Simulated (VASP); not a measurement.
ZrZn6In3N5O5, 20 atoms in the cell. The typed cell holds 20 atoms: a = 5.518 Å, b = 5.939 Å, c = 9.016 Å, α = 109.06°, β = 90.35°, γ = 89.53°. 

* Program: VASP 6.6.1
* Task: single point
* Functional: PBE
* Potentials or basis: VASP PAW PBE potentials, release 64 (N, O, Zn, Zr_sv, In_d)
* Cutoff: 520 eV
* k mesh: 2 × 2 × 2, shifted
* Occupations: gaussian, width 0.1 eV
* Spin: no spin polarisation
* Dipole correction: no
* Further INCAR settings: LREAL = Auto; ALGO = Normal; EDIFF = 1e-06; NBANDS = 105; ISYM = 0

Potentials or basis: VASP PAW PBE potentials, release 64 (N, O, Zn, Zr_sv, In_d).

The run is started by

```sh
$ cat potpaw_PBE.64/N/POTCAR potpaw_PBE.64/O/POTCAR potpaw_PBE.64/Zn/POTCAR potpaw_PBE.64/Zr_sv/POTCAR potpaw_PBE.64/In_d/POTCAR > POTCAR
$ mpirun -np 1 vasp_std > vasp.out
```

Hardware: 1 thread of Intel(R) Xeon(R) 6975P-C (Granite Rapids), on a shared host.

Q: How long does it take, and how much memory?

A: It took 3 min on 1 thread of Intel(R) Xeon(R) 6975P-C (Granite Rapids) (shared host), peak memory 0.41 GiB. Counts: scf iterations 19, k points 4.
